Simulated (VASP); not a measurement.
Wanted: the native input for a VASP 6.6.1 run.

```
Task                   : single point
Functional             : PBE
Potentials or basis    : VASP PAW PBE potentials, release 64 (Sc_sv, Ta_pv)
Cutoff                 : 520 eV
k mesh                 : 6 × 6 × 4
Occupations            : gaussian, width 0.1 eV
Spin                   : no spin polarisation
Dipole correction      : no
Further INCAR settings : ALGO = Fast; EDIFF = 1e-06; NBANDS = 42
```

The structure of Sc2Ta lies in POSCAR:

```
Sc2Ta
1.0
    4.9917765900      0.0000000000      0.0000000000
   -2.4958883000      4.3230053400      0.0000000000
    0.0000000000      0.0000000000      6.1136527800
Sc Ta
4 2
Direct
    0.0000000000      0.0000000000      0.5000000000
    0.3333333300      0.6666666700      0.1666666700
    0.0000000000      0.0000000000      0.0000000000
    0.6666666700      0.3333333300      0.8333333300
    0.3333333300      0.6666666700      0.6666666700
    0.6666666700      0.3333333300      0.3333333300
```

One way to write it, as run:

INCAR

```
  PREC = Accurate
  ENCUT = 520
  EDIFF = 1E-6
  ISMEAR = 0
  SIGMA = 0.1
  LREAL = False
  LASPH = True
  NELM = 80
  ALGO = Fast
  ISIF = 2
  LWAVE = False
  LCHARG = True
  GGA = PE
  LELF = True
  LVHAR = True
  NBANDS = 42
```

KPOINTS

```
regular mesh
0
Gamma
  6 6 4
```

Potentials or basis: VASP PAW PBE potentials, release 64 (Sc_sv, Ta_pv).

The run is started by

```bash
$ cat potpaw_PBE.64/Sc_sv/POTCAR potpaw_PBE.64/Ta_pv/POTCAR > POTCAR
$ mpirun -np 1 vasp_std > vasp.out
```

It gave:

```yaml
Pressure: -2.6 GPa
Largest_force: 0.970 eV/Å
Band_gap_on_the_k_mesh: zero (bands 33 and 34 overlap by 0.39 eV)
```

Caveat: spin-orbit coupling is left out, which moves the levels of the heavy elements.

Wall time 6.8 min on 1 thread of Intel Xeon 8259CL (shared host), peak memory 0.32 GiB.
